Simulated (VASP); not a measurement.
# CsBa3 in VASP: notebook, part 2 of 2

VASP 6.6.1. The steps go on from the part before.

## Step 6: Single point, PBE

This run uses another cell than the first one, of 72.60 Å³/atom.

Contents of INCAR:

```
  PREC = Accurate
  ENCUT = 520
  EDIFF = 1E-7
  ISMEAR = -1
  SIGMA = 0.05
  LREAL = False
  LASPH = True
  NELM = 80
  ALGO = Normal
  ISIF = 2
  LWAVE = False
  LCHARG = False
  GGA = PE
  NBANDS = 28
```

Contents of KPOINTS:

```
regular mesh
0
Gamma
  4 4 4
```

Contents of POSCAR:

```
CsBa3
1.0
    0.0000000000      5.2734968400      5.2212840000
    5.2734968400      0.0000000000      5.2212840000
    5.2734968400      5.2734968400      0.0000000000
Ba Cs
3 1
Direct
    0.5000000000      0.5000000000      0.5000000000
    0.7500000000      0.7500000000      0.7500000000
    0.2500000000      0.2500000000      0.2500000000
    0.0000000000      0.0000000000      0.0000000000
```

Potentials or basis: VASP PAW PBE potentials, release 64 (Ba_sv, Cs_sv).

Run with:

```sh
$ cat potpaw_PBE.64/Ba_sv/POTCAR potpaw_PBE.64/Cs_sv/POTCAR > POTCAR
$ mpirun -np 1 vasp_std > vasp.out
```

OUTCAR:

```text
PREC = Accurate
   ENCUT = 520
   EDIFF = 1E-7
   ISMEAR = -1
   LREAL = False
   LASPH = True
   NELM = 80
   ISIF = 2
   GGA = PE

 ion  position               nearest neighbor table
   1  0.500  0.500  0.500-   3 4.55   3 4.55   3 4.55   2 4.55   3 4.55   2 4.55   2 4.55   2 4.55

   2  0.750  0.750  0.750-   1 4.55   1 4.55   1 4.55   1 4.55
   3  0.250  0.250  0.250-   1 4.55   1 4.55   1 4.55   1 4.55
   4  0.000  0.000  0.000-

  LATTYP: Found a body centered tetragonal cell.
 ALAT       =     7.4578507523
 C/A-ratio  =     1.4002114479

  Lattice vectors:

 A1 = (   0.0000000000,  -5.2734968400,  -5.2212840000)
 A2 = (   0.0000000000,   5.2734968400,  -5.2212840000)
 A3 = (   5.2734968400,   0.0000000000,   5.2212840000)

Analysis of symmetry for initial positions (statically):
=====================================================================
 Subroutine PRICEL returns:
 Original cell was already a primitive cell.

 Routine SETGRP: Setting up the symmetry group for a
 body centered tetragonal supercell.

 Subroutine GETGRP returns: Found 16 space group operations
 (whereof 16 operations were pure point group operations)
 out of a pool of 16 trial point group operations.

The static configuration has the point symmetry D_4h.

Analysis of symmetry for dynamics (positions and initial velocities):
=====================================================================
 Subroutine PRICEL returns:
 Original cell was already a primitive cell.

 Routine SETGRP: Setting up the symmetry group for a
 body centered tetragonal supercell.

 Subroutine GETGRP returns: Found 16 space group operations
 (whereof 16 operations were pure point group operations)
 out of a pool of 16 trial point group operations.

The dynamic configuration has the point symmetry D_4h.

 Subroutine INISYM returns: Found 16 space group operations
 (whereof 16 operations are pure point group operations),
 and found     1 'primitive' translations

----------------------------------------------------------------------------------------

                                     Primitive cell

  volume of cell :     290.4054

  direct lattice vectors                    reciprocal lattice vectors
     0.000000000  5.273496840  5.221284000    -0.094813748  0.094813748  0.095761885
     5.273496840  0.000000000  5.221284000     0.094813748 -0.094813748  0.095761885
     5.273496840  5.273496840  0.000000000     0.094813748  0.094813748 -0.095761885

  length of vectors
     7.421022539  7.421022539  7.457850752     0.164771455  0.164771455  0.164771455

  position of ions in fractional coordinates (direct lattice)
     0.500000000  0.500000000  0.500000000
     0.750000000  0.750000000  0.750000000
     0.250000000  0.250000000  0.250000000
     0.000000000  0.000000000  0.000000000

  ion indices of the primitive-cell ions
   primitive index   ion index
                 1           1
                 2           2
                 3           3
                 4           4

----------------------------------------------------------------------------------------

 KPOINTS: regular mesh

Automatic generation of k-mesh.
 Grid dimensions read from file:
 generate k-points for:    4    4    4

 Generating k-lattice:

  Cartesian coordinates                     Fractional coordinates (reciprocal lattice)
    -0.023703437  0.023703437  0.023940471     0.250000000  0.000000000  0.000000000
     0.023703437 -0.023703437  0.023940471     0.000000000  0.250000000  0.000000000
     0.023703437  0.023703437 -0.023940471     0.000000000  0.000000000  0.250000000

  Length of vectors
     0.041192864  0.041192864  0.041192864

  Shift w.r.t. Gamma in fractional coordinates (k-lattice)
     0.000000000  0.000000000  0.000000000

 Subroutine IBZKPT returns following result:
 ===========================================

 Found     13 irreducible k-points:

 Following reciprocal coordinates:
            Coordinates               Weight
  0.000000  0.000000  0.000000      1.000000
  0.250000  0.000000  0.000000      8.000000
  0.500000  0.000000  0.000000      4.000000
  0.250000  0.250000  0.000000      2.000000
  0.500000  0.250000  0.000000      8.000000
 -0.250000  0.250000  0.000000      4.000000
  0.500000  0.500000  0.000000      1.000000
  0.250000  0.000000  0.250000      4.000000
  0.500000  0.000000  0.250000     16.000000
 -0.250000  0.000000  0.250000      8.000000
 -0.250000  0.500000  0.250000      4.000000
  0.500000  0.000000  0.500000      2.000000
 -0.250000  0.250000  0.500000      2.000000
   k-points           NKPTS =     13   k-points in BZ     NKDIM =     13   number of bands    NBANDS=     28
   number of dos      NEDOS =    301   number of ions     NIONS =      4
   total plane-waves  NPLWV = 175616
   dimension x,y,z NGX =    56 NGY =   56 NGZ =   56
   dimension x,y,z NGXF=   112 NGYF=  112 NGZF=  112
   ions per type =               3   1
   NGX,Y,Z   is equivalent  to a cutoff of  12.55, 12.55, 12.48 a.u.
   NGXF,Y,Z  is equivalent  to a cutoff of  25.09, 25.09, 24.97 a.u.
 SYSTEM =  unknown system
   PREC   = accura    normal or accurate (medium, high low for compatibility)
   ISTART =      0    job   : 0-new  1-cont  2-samecut
   ICHARG =      2    charge: 1-file 2-atom 10-const
   ISPIN  =      1    spin polarized calculation?
   LNONCOLLINEAR =      F non collinear calculations
   LSORBIT =      F    spin-orbit coupling
   LASPH  =      T    aspherical Exc in radial PAW
   ENCUT  =  520.0 eV  38.22 Ry    6.18 a.u.  13.80 13.80 13.87*2*pi/ulx,y,z
   NELM   =     80;   NELMIN=  2; NELMDL= -5     # of ELM steps
   EDIFF  = 0.1E-06   stopping-criterion for ELM
   LREAL  =      F    real-space projection
   EDIFFG = 0.1E-05   stopping-criterion for IOM
   NSW    =      0    number of steps for IOM
   IBRION =     -1    ionic relax: 0-MD 1-quasi-New 2-CG
   NFREE  =      0    steps in history (QN), initial steepest desc. (CG)
   ISIF   =      2    stress and relaxation
   ISYM   =      2    0-nonsym 1-usesym 2-fastsym
   POTIM  = 0.5000    time-step for ionic-motion
   TEBEG  =    0.0;   TEEND  =   0.0 temperature during run
   PSTRESS=    0.0 pullay stress
   NELECT =      39.0000    total number of electrons
   NUPDOWN=      -1.0000    fix difference up-down
   EMIN   =  10.00;   EMAX   =-10.00  energy-range for DOS
   EFERMI =   0.00;   METHOD = LEGACY
   ISMEAR =    -1;   SIGMA  =   0.05  broadening in eV -4-tet -1-fermi 0-gaus
   EFERMI_NEDOS =   21; number of points for ismear=-14 and -15
   IALGO  =     38    algorithm
   IMIX   =      4    mixing-type and parameters
     AMIX     =   0.40;   BMIX     =  1.00
     AMIX_MAG =   1.60;   BMIX_MAG =  1.00
  volume/ion in A,a.u.               =      72.60       489.94
  Fermi-wavevector in a.u.,A,eV,Ry     =   0.838355  1.584262  9.562714  0.702840
  Thomas-Fermi vector in A             =   1.952396
   LORBIT       =      0    0 simple, 1 ext, 2 COOP (PROOUT), +10 PAW based schemes
   GGA     = PE    functional components
   LHFCALC =     F    Hartree Fock is set to
   AEXX    =    0.0000 exact exchange contribution
   IVDW    =     0    specifies the selected vdW correction
   LEPSILON=     F    determine dielectric tensor
   LRPA    =     F    only Hartree local field effects (RPA)
 non-spin polarized calculation
  energy-cutoff  :      520.00
  volume of cell :      290.41
 maximum number of plane-waves:      7848
   NGX = 27   NGY = 27   NGZ = 27

 number of electron      39.0000001 magnetization

 Free energy of the ion-electron system (eV)
  ---------------------------------------------------
  ext. energy  EPLUGINS =         0.00000000
  ---------------------------------------------------
  free energy    TOTEN  =        -5.97441789 eV

  energy without entropy =       -5.90208440  energy(sigma->0) =       -5.93825114

 E-fermi :   1.2675     XC(G=0):  -6.9163

 val. band max:        1.2554093811   @ k =   0.2500   0.2500   0.0000
 cond. band min:       1.2840784735   @ k =  -0.2500   0.2500   0.0000
 fundamental gap:      0.0286690925
 Fermi energy:         1.2675261508

 k-point     1 :       0.0000    0.0000    0.0000
  band No.  band energies     occupation
      1     -28.0364      2.00000
      2     -28.0310      2.00000
      3     -27.8839      2.00000
      4     -21.5521      2.00000
      5     -13.2035      2.00000
      6     -13.2008      2.00000
[... 392 lines left out ...]
     27       2.4703      0.00000
     28       2.8507      0.00000

------------------------ aborting loop because EDIFF is reached ----------------------------------------

  FORCE on cell =-STRESS in cart. coord.  units (eV):
  Direction    XX          YY          ZZ          XY          YZ          ZX
  --------------------------------------------------------------------------------------
  -------------------------------------------------------------------------------------
  Total       -0.0517151     -0.0517151     -0.0480598      0.0000000      0.0000000      0.0000000
  in kB       -0.2853140     -0.2853140     -0.2651475      0.0000000      0.0000000      0.0000000
  external PRESSURE =      -0.2785919 kB  Pullay stress =       0.0000000 kB

 VOLUME and BASIS-vectors are now :
 -----------------------------------------------------------------------------
  energy-cutoff  :      520.00
  volume of cell :      290.41
      direct lattice vectors                 reciprocal lattice vectors
     0.000000000  5.273496840  5.221284000    -0.094813748  0.094813748  0.095761885
     5.273496840  0.000000000  5.221284000     0.094813748 -0.094813748  0.095761885
     5.273496840  5.273496840  0.000000000     0.094813748  0.094813748 -0.095761885

 POSITION                                       TOTAL-FORCE (eV/Angst)
 -----------------------------------------------------------------------------------
      5.27350      5.27350      5.22128         0.000000     -0.000000      0.000000
      7.91025      7.91025      7.83193        -0.000000     -0.000000     -0.000000
      2.63675      2.63675      2.61064         0.000000      0.000000      0.000000
      0.00000      0.00000      0.00000         0.000000     -0.000000      0.000000
 -----------------------------------------------------------------------------------
    total drift:                               -0.000000      0.000000      0.000000

  FREE ENERGIE OF THE ION-ELECTRON SYSTEM (eV)
  ---------------------------------------------------
  free  energy   TOTEN  =        -5.9744178888 eV

  energy  without entropy=       -5.9020843968  energy(sigma->0) =       -5.93825114
```

stdout:

```text
POSCAR found type information on POSCAR BaCs
 POSCAR found :  2 types and       4 ions
 scaLAPACK will be used
 LDA part: xc-table for (Slater+PW92), standard interpolation
 POSCAR, INCAR and KPOINTS ok, starting setup
 FFT: planning ... GRIDC
 FFT: planning ... GRID_SOFT
 FFT: planning ... GRID
 WAVECAR not read
 entering main loop
```

It took 77 s on 1 thread of AMD EPYC 9R45 (Zen 5), shared host; peak memory 0.43 GiB.

What came out:

| Property | Result |
| --- | --- |
| Free energy | -5.9744 eV |
| Pressure | 0.0 GPa |
| Band gap on the k mesh | zero (an odd number of electrons rules out a gap without spin polarisation) |

Caveat: spin-orbit coupling is left out, which moves the levels of the heavy elements.

## Step 7: The runs side by side

| level | cell | k mesh | gap on the mesh (eV) | pressure (GPa) |
| --- | --- | --- | --- | --- |
| PBE | a = 7.384 Å, angles 60.0°, 4 atoms | 4 × 4 × 4 | none | 0.1 |
| PBEsol | a = 7.384 Å, angles 60.0°, 4 atoms | 5 × 5 × 5 | none | -0.5 |
| PBE | a = 7.311, b = 7.311, c = 7.236 Å, angles 60.3, 60.3, 59.3°, 4 atoms | 4 × 4 × 4 | none | 0.3 |
| PBE | a = 7.347, b = 7.347, c = 7.310 Å, angles 60.2, 60.2, 59.7°, 4 atoms | 4 × 4 × 4 | none | 0.2 |
| PBE | a = 7.421, b = 7.421, c = 7.458 Å, angles 59.8, 59.8, 60.3°, 4 atoms | 4 × 4 × 4 | none | 0.0 |

Alike in all rows: task single point; potentials or basis VASP PAW PBE potentials, release 64 (Ba_sv, Cs_sv); no spin polarisation; cutoff (eV) 520; smearing fermi-dirac 0.05 eV.

Caveats: spin-orbit coupling is left out, which moves the levels of the heavy elements; the PAW data sets were made with another functional, which shifts forces and pressure a little (at least some runs).

Total energies depend on the potentials used, so only differences within one code and one set of settings carry meaning.

The gap in the log of VASP goes by the Fermi energy; the results here count the filled bands.